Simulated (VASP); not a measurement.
# TiC (I4mm) in VASP: notebook

TiC is run at these levels: PBE; tasks: single point.

Program: VASP 6.6.1. These are calculated values, not measurements. Logs are shortened: lines on timing, memory, paths and dates and some standing lists are left out, and cuts for length are marked.

**1. The cell of the first run**

Symmetry: I4mm, No. 107, tetragonal system. The conventional cell has a = 3.064 Å, b = 3.064 Å, c = 4.333 Å, α = 90.00°, β = 90.00°, γ = 90.00°. Ti (site symmetry 4mm) has 6 C at 1.92 to 2.42 Å within 2.5 Å. C (site symmetry 4mm) has 6 Ti at 1.92 to 2.42 Å within 2.5 Å.

**2. Single point, PBE (atoms displaced along a vibrational mode)**

Input file INCAR:

```
SYSTEM = TiC
  PREC = Accurate
  ENCUT = 520
  EDIFF = 1E-7
  ISMEAR = 0
  SIGMA = 0.15
  LREAL = .FALSE.
  LASPH = .TRUE.
  NELM = 60
  ALGO = Normal
  ISIF = 2
  LWAVE = .FALSE.
  LCHARG = .FALSE.
  GGA = PE
  NBANDS = 24
```

Input file KPOINTS:

```
regular mesh
0
G
  20 20 14
  0 0 0
```

Input file POSCAR:

```
TiC
1.0
    0.0000000000     -2.1664615256     -2.1664615256
    0.0000000000      2.1664615256     -2.1664615256
    4.3329230512      0.0000000000      0.0000000000
Ti C
2 2
Direct
    0.4884177756      0.5115822244      0.5000000000
    0.9884177756      1.0115822244      0.0000000000
    0.5461582164      0.4538417836      0.0000000000
    0.0461582164     -0.0461582164      0.5000000000
```

Potentials or basis: VASP PAW PBE potentials, release 64 (Ti_sv, C).

The run is started by

```console
cat potpaw_PBE.64/Ti_sv/POTCAR potpaw_PBE.64/C/POTCAR > POTCAR
mpirun -np 1 vasp_std > vasp.out
```

OUTCAR:

```text
SYSTEM = TiC
   PREC = Accurate
   ENCUT = 520
   EDIFF = 1E-7
   ISMEAR = 0
   LREAL = .FALSE.
   LASPH = .TRUE.
   NELM = 60
   ISIF = 2
   GGA = PE

 ion  position               nearest neighbor table
   1  0.488  0.512  0.500-   4 1.92   3 2.18   4 2.18   3 2.18   4 2.18   4 2.42
   2  0.988  0.012  0.000-   3 1.92   3 2.18   4 2.18   4 2.18   3 2.18   3 2.42
   3  0.546  0.454  0.000-   2 1.92   1 2.18   2 2.18   1 2.18   2 2.18   2 2.42
   4  0.046  0.954  0.500-   1 1.92   1 2.18   2 2.18   2 2.18   1 2.18   1 2.42

  LATTYP: Found a simple tetragonal cell.
 ALAT       =     3.0638392719
 C/A-ratio  =     1.4142135624

  Lattice vectors:

 A1 = (   0.0000000000,  -2.1664615256,  -2.1664615256)
 A2 = (   0.0000000000,   2.1664615256,  -2.1664615256)
 A3 = (   4.3329230512,   0.0000000000,   0.0000000000)

Analysis of symmetry for initial positions (statically):
=====================================================================
 Subroutine PRICEL returns following result:

  LATTYP: Found a face centered cubic cell.
 ALAT       =     4.3329230512

  Lattice vectors:

 A1 = (  -2.1664615256,   0.0000000000,   2.1664615256)
 A2 = (  -2.1664615256,  -2.1664615256,   0.0000000000)
 A3 = (   0.0000000000,  -2.1664615256,   2.1664615256)

   2 primitive cells build up your supercell.

 Routine SETGRP: Setting up the symmetry group for a
 simple tetragonal supercell.

 Subroutine GETGRP returns: Found  4 space group operations
 (whereof  4 operations were pure point group operations)
 out of a pool of 16 trial point group operations.

The static configuration has the point symmetry C_2v.

Analysis of symmetry for dynamics (positions and initial velocities):
=====================================================================
 Subroutine PRICEL returns following result:

  LATTYP: Found a face centered cubic cell.
 ALAT       =     4.3329230512

  Lattice vectors:

 A1 = (  -2.1664615256,   0.0000000000,   2.1664615256)
 A2 = (  -2.1664615256,  -2.1664615256,   0.0000000000)
 A3 = (   0.0000000000,  -2.1664615256,   2.1664615256)

   2 primitive cells build up your supercell.

 Routine SETGRP: Setting up the symmetry group for a
 simple tetragonal supercell.

 Subroutine GETGRP returns: Found  4 space group operations
 (whereof  4 operations were pure point group operations)
 out of a pool of 16 trial point group operations.

The dynamic configuration has the point symmetry C_2v.

 Subroutine INISYM returns: Found  4 space group operations
 (whereof  4 operations are pure point group operations),
 and found     2 'primitive' translations

----------------------------------------------------------------------------------------

                                     Primitive cell

  volume of cell :      20.3368

  direct lattice vectors                    reciprocal lattice vectors
    -2.166461526  0.000000000  2.166461526    -0.230791082  0.230791082  0.230791082
    -2.166461526 -2.166461526  0.000000000    -0.230791082 -0.230791082 -0.230791082
     0.000000000 -2.166461526  2.166461526     0.230791082 -0.230791082  0.230791082

  length of vectors
     3.063839272  3.063839272  3.063839272     0.399741880  0.399741880  0.399741880

  position of ions in fractional coordinates (direct lattice)
     0.011582224  0.988417776  0.988417776
     0.453841784  0.546158216  0.546158216

  ion indices of the primitive-cell ions
   primitive index   ion index
                 1           1
                 2           3

----------------------------------------------------------------------------------------

 KPOINTS: regular mesh

Automatic generation of k-mesh.
 Grid dimensions read from file:
 generate k-points for:   20   20   14

 Generating k-lattice:

  Cartesian coordinates                     Fractional coordinates (reciprocal lattice)
     0.000000000 -0.011539554 -0.011539554     0.050000000  0.000000000  0.000000000
     0.000000000  0.011539554 -0.011539554     0.000000000  0.050000000  0.000000000
     0.016485077  0.000000000  0.000000000     0.000000000  0.000000000  0.071428571

  Length of vectors
     0.016319394  0.016319394  0.016485077

  Shift w.r.t. Gamma in fractional coordinates (k-lattice)
     0.000000000  0.000000000  0.000000000

 Subroutine IBZKPT returns following result:
 ===========================================

 Found    888 irreducible k-points:

 Following reciprocal coordinates:
            Coordinates               Weight
  0.000000  0.000000  0.000000      1.000000
  0.050000  0.000000  0.000000      4.000000
  0.100000  0.000000  0.000000      4.000000
  0.150000  0.000000  0.000000      4.000000
  0.200000  0.000000  0.000000      4.000000
  0.250000  0.000000  0.000000      4.000000
[... 16 lines left out ...]
 -0.050000  0.300000  0.000000      4.000000
  0.350000  0.050000  0.000000      4.000000
 [... further k-points ...]
   k-points           NKPTS =    888   k-points in BZ     NKDIM =    888   number of bands    NBANDS=     24
   number of dos      NEDOS =    301   number of ions     NIONS =      4
   total plane-waves  NPLWV =  18432
   dimension x,y,z NGX =    24 NGY =   24 NGZ =   32
   dimension x,y,z NGXF=    48 NGYF=   48 NGZF=   64
   ions per type =               2   2
   NGX,Y,Z   is equivalent  to a cutoff of  13.02, 13.02, 12.28 a.u.
   NGXF,Y,Z  is equivalent  to a cutoff of  26.05, 26.05, 24.56 a.u.
 SYSTEM =  TiC
   PREC   = accura    normal or accurate (medium, high low for compatibility)
   ISTART =      0    job   : 0-new  1-cont  2-samecut
   ICHARG =      2    charge: 1-file 2-atom 10-const
   ISPIN  =      1    spin polarized calculation?
   LNONCOLLINEAR =      F non collinear calculations
   LSORBIT =      F    spin-orbit coupling
   LASPH  =      T    aspherical Exc in radial PAW
   ENCUT  =  520.0 eV  38.22 Ry    6.18 a.u.   5.70  5.70  8.06*2*pi/ulx,y,z
   NELM   =     60;   NELMIN=  2; NELMDL= -5     # of ELM steps
   EDIFF  = 0.1E-06   stopping-criterion for ELM
   LREAL  =      F    real-space projection
   EDIFFG = 0.1E-05   stopping-criterion for IOM
   NSW    =      0    number of steps for IOM
   IBRION =     -1    ionic relax: 0-MD 1-quasi-New 2-CG
   NFREE  =      0    steps in history (QN), initial steepest desc. (CG)
   ISIF   =      2    stress and relaxation
   ISYM   =      2    0-nonsym 1-usesym 2-fastsym
   POTIM  = 0.5000    time-step for ionic-motion
   TEBEG  =    0.0;   TEEND  =   0.0 temperature during run
   PSTRESS=    0.0 pullay stress
   NELECT =      32.0000    total number of electrons
   NUPDOWN=      -1.0000    fix difference up-down
   EMIN   =  10.00;   EMAX   =-10.00  energy-range for DOS
   EFERMI =   0.00;   METHOD = LEGACY
   ISMEAR =     0;   SIGMA  =   0.15  broadening in eV -4-tet -1-fermi 0-gaus
   EFERMI_NEDOS =   21; number of points for ismear=-14 and -15
   IALGO  =     38    algorithm
   IMIX   =      4    mixing-type and parameters
     AMIX     =   0.40;   BMIX     =  1.00
     AMIX_MAG =   1.60;   BMIX_MAG =  1.00
  volume/ion in A,a.u.               =      10.17        68.62
  Fermi-wavevector in a.u.,A,eV,Ry     =   1.511311  2.855964 31.076536  2.284061
  Thomas-Fermi vector in A             =   2.621385
   LORBIT       =      0    0 simple, 1 ext, 2 COOP (PROOUT), +10 PAW based schemes
   GGA     = PE    functional components
   LHFCALC =     F    Hartree Fock is set to
   AEXX    =    0.0000 exact exchange contribution
   IVDW    =     0    specifies the selected vdW correction
   LEPSILON=     F    determine dielectric tensor
   LRPA    =     F    only Hartree local field effects (RPA)
 non-spin polarized calculation
 Gauss-broadening in eV      SIGMA  =   0.15
  energy-cutoff  :      520.00
  volume of cell :       40.67
 maximum number of plane-waves:      1136
   NGX = 11   NGY = 11   NGZ = 17

 number of electron      31.9999995 magnetization

 Free energy of the ion-electron system (eV)
  ---------------------------------------------------
  ext. energy  EPLUGINS =         0.00000000
  ---------------------------------------------------
  free energy    TOTEN  =       -36.82015773 eV

  energy without entropy =      -36.81682282  energy(sigma->0) =      -36.81849028

 E-fermi :   9.3979     XC(G=0): -12.6591

 val. band max:        9.3913493678   @ k =   0.0500   0.0000   0.0714
 cond. band min:       9.3990323696   @ k =  -0.2000   0.2500   0.0714
 fundamental gap:      0.0076830018
 Fermi energy:         9.3979405160

 k-point     1 :       0.0000    0.0000    0.0000
  band No.  band energies     occupation
      1     -47.1661      2.00000
      2     -47.0689      2.00000
      3     -23.6421      2.00000
      4     -23.3768      2.00000
      5     -23.3695      2.00000
      6     -23.2047      2.00000
[... 16 lines left out ...]
     23      12.8975      0.00000
     24      12.9077      0.00000

 k-point     2 :       0.0500    0.0000    0.0000
  band No.  band energies     occupation
      1     -47.1649      2.00000
      2     -47.0689      2.00000
      3     -23.6389      2.00000
      4     -23.3811      2.00000
      5     -23.3691      2.00000
      6     -23.2113      2.00000
[... 16 lines left out ...]
     23      12.9233      0.00000
     24      12.9234      0.00000

 k-point     3 :       0.1000    0.0000    0.0000
  band No.  band energies     occupation
      1     -47.1614      2.00000
      2     -47.0689      2.00000
      3     -23.6292      2.00000
      4     -23.3967      2.00000
      5     -23.3644      2.00000
      6     -23.2340      2.00000
[... 16 lines left out ...]
     23      12.9787      0.00000
     24      13.3697      0.00000
[... 514 lines left out ...]
 k-point    23 :      -0.0500    0.3000    0.0000
  band No.  band energies     occupation
      1     -47.1290      2.00000
      2     -47.0726      2.00000
      3     -23.5337      2.00000
      4     -23.5157      2.00000
      5     -23.4207      2.00000
      6     -23.3201      2.00000
[... 16 lines left out ...]
     23      13.6255      0.00000
     24      14.8136      0.00000

 k-point    24 :       0.3500    0.0500    0.0000
  band No.  band energies     occupation
      1     -47.1193      2.00000
      2     -47.0754      2.00000
      3     -23.5443      2.00000
      4     -23.5023      2.00000
      5     -23.4687      2.00000
      6     -23.3046      2.00000
[... 16 lines left out ...]
     23      13.8654      0.00000
     24      14.6566      0.00000

 [... further k-points ...]
[... 5 lines left out ...]
  --------------------------------------------------------------------------------------
  -------------------------------------------------------------------------------------
  Total        0.2571645      5.5447378      0.2581548      0.0000000      0.0000000      0.0000000
  in kB       10.1299799    218.4130897     10.1689919      0.0000000      0.0000000      0.0000000
  external PRESSURE =      79.5706872 kB  Pullay stress =       0.0000000 kB

 VOLUME and BASIS-vectors are now :
 -----------------------------------------------------------------------------
  energy-cutoff  :      520.00
  volume of cell :       40.67
      direct lattice vectors                 reciprocal lattice vectors
     0.000000000 -2.166461526 -2.166461526     0.000000000 -0.230791082 -0.230791082
     0.000000000  2.166461526 -2.166461526     0.000000000  0.230791082 -0.230791082
     4.332923051  0.000000000  0.000000000     0.230791082  0.000000000  0.000000000

 POSITION                                       TOTAL-FORCE (eV/Angst)
 -----------------------------------------------------------------------------------
      2.16646      0.05018     -2.16646        -0.000000     -2.658047      0.000000
      0.00000     -2.11628     -2.16646        -0.000000     -2.658047      0.000000
      0.00000     -0.20000     -2.16646         0.000000      2.658047      0.000000
      2.16646      1.96646     -2.16646         0.000000      2.658047      0.000000
 -----------------------------------------------------------------------------------
    total drift:                               -0.000000      0.000276      0.000000

  FREE ENERGIE OF THE ION-ELECTRON SYSTEM (eV)
  ---------------------------------------------------
  free  energy   TOTEN  =       -36.8201577325 eV

  energy  without entropy=      -36.8168228213  energy(sigma->0) =      -36.81849028
```

It took 19 min on 1 thread of Intel Xeon 8259CL, shared host; peak memory 0.76 GiB.

What came out:

- Free energy: -36.8202 eV
- Pressure: 8.0 GPa
- Largest force: 2.658 eV/Å
- Band gap on the k mesh: zero (bands 16 and 17 overlap by 0.91 eV)

Forces on the atoms (eV/Å):
```
Ti   0.000 -2.658  0.000
Ti   0.000 -2.658  0.000
C    0.000  2.658  0.000
C    0.000  2.658  0.000
```

Stress tensor (GPa, compression positive):
```
 1.01  0.00  0.00
 0.00 21.84  0.00
 0.00  0.00  1.02
```

Levels at points of the mesh, in eV from the Fermi level:
```csv
k point,band 13,band 14,band 15,band 16,band 17,band 18,band 19,band 20
"(0.00, 0.00, 0.00)",-0.38,-0.37,-0.37,-0.23,0.71,1.21,1.73,2.93
"(0.50, 0.00, 0.00)",-2.85,-2.85,-2.53,-2.53,2.06,2.06,3.13,3.13
"(0.50, 0.50, 0.00)",-2.63,-1.63,-0.38,-0.04,-0.04,1.21,2.75,3.34
"(0.00, 0.00, 0.50)",-1.79,-1.79,-0.58,-0.58,0.66,0.66,1.95,1.95
"(0.50, 0.00, 0.50)",-2.84,-2.84,-2.77,-2.77,2.81,2.81,2.95,2.95
"(0.50, 0.50, 0.50)",-3.13,-3.13,-2.14,-2.14,2.22,2.22,2.74,2.74
```

Caveat: the cell differs from its parent crystal (atoms displaced along a vibrational mode); the stress differs along the axes, from 1 to 22 GPa; forces of over 1 eV/Å act on the atoms, so gaps and moduli don't describe the material at rest.

(Continued in part 2 of 2.)
